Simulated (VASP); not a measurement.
Here is a VASP 6.6.1 calculation.

The input INCAR:

```
SYSTEM = Ga16O25
  ALGO = Normal
  EDIFF = 1E-7
  ENCUT = 520
  GGA = PE
  ISIF = 2
  ISMEAR = 0
  LASPH = .True.
  LCHARG = .False.
  LREAL = Auto
  LWAVE = .False.
  NBANDS = 205
  NELM = 80
  PREC = Accurate
  SIGMA = 0.01
```

File KPOINTS:

```
Automatic mesh
0
Gamma
  1 1 1
  0.25 0.25 0.25
```

The input POSCAR:

```
Ga16O25
1.0
    2.5289754451      1.4601046709      4.5413080054
   -5.0579508901      2.9202093417      9.0826160107
    0.0000000000     -5.8404185822      9.0826160433
Ga O
16 25
Direct
    0.8845487981      0.4271316963      0.4297866138
    0.6764849436      0.3101780507      0.3145557613
    0.1531567050      0.0693119307      0.0706424263
    0.3783131504      0.1722219889      0.1731269797
    0.8547120176      0.4208197870      0.9357344964
    0.6487261379      0.3232838657      0.8194698821
    0.1514808694      0.0717605308      0.5707660897
    0.3636045928      0.1818347775      0.6750746795
    0.8574157308      0.9256188673      0.4273001147
    0.6416467071      0.8212217032      0.3241147970
    0.1345168199      0.5687335405      0.0701112696
    0.3438741939      0.6846991885      0.1637673317
    0.8578119228      0.9302514883      0.9248358842
    0.6420106318      0.8281128646      0.8195352927
    0.1142272157      0.5784891045      0.5994042498
    0.3528098975      0.6835484187      0.6811713504
    0.7621974618      0.2201505960      0.0250487877
    0.4527391847      0.0257897769      0.3733155224
    0.0914669055      0.3642586336      0.2161224257
    0.2703311364      0.2734896795      0.4708989483
    0.9609994415      0.1178475124      0.2741369668
    0.5512050465      0.4719572262      0.1244893268
    0.7621096687      0.2209142418      0.5262314192
    0.4499955772      0.0284450087      0.8727875318
    0.0506273602      0.3728811706      0.7314698339
    0.2587772240      0.2745301129      0.9719670116
    0.9518890182      0.1269395808      0.7742770728
    0.5571823893      0.4757059319      0.6214842916
    0.7454479415      0.7268240379      0.0210030696
    0.2316360650      0.5625841202      0.4119842324
    0.0553304872      0.8753373910      0.2199217633
    0.2460114646      0.7784732757      0.4777510672
    0.9348948830      0.6320546218      0.2630875292
    0.5592640574      0.9720080221      0.1235019869
    0.7282974283      0.7325967778      0.5344260728
    0.4478443796      0.5263448706      0.8736512838
    0.0496755306      0.8785345208      0.7235107139
    0.2527738823      0.7783088759      0.9658617325
    0.9434081374      0.6234393697      0.7863981866
    0.5566057936      0.9755199333      0.6230453112
    0.5763795647      0.5040562426      0.3324665555
```

Potentials or basis: VASP PAW PBE potentials, release 64 (Ga_d, O).

Launch:

```bash
$ cat potpaw_PBE.64/Ga_d/POTCAR potpaw_PBE.64/O/POTCAR > POTCAR
$ mpirun -np 1 vasp_std > vasp.out
```

Q: Estimate the band gap on the k mesh.

A: 2.82 eV.

Q: Estimate the pressure.

A: 6.2 GPa.

Stress tensor (GPa, compression positive):
```
 7.13  0.67 -0.20
 0.67  6.24 -1.32
-0.20 -1.32  5.23
```

Caveat: the k points lie up to 1.51 Å⁻¹ apart.
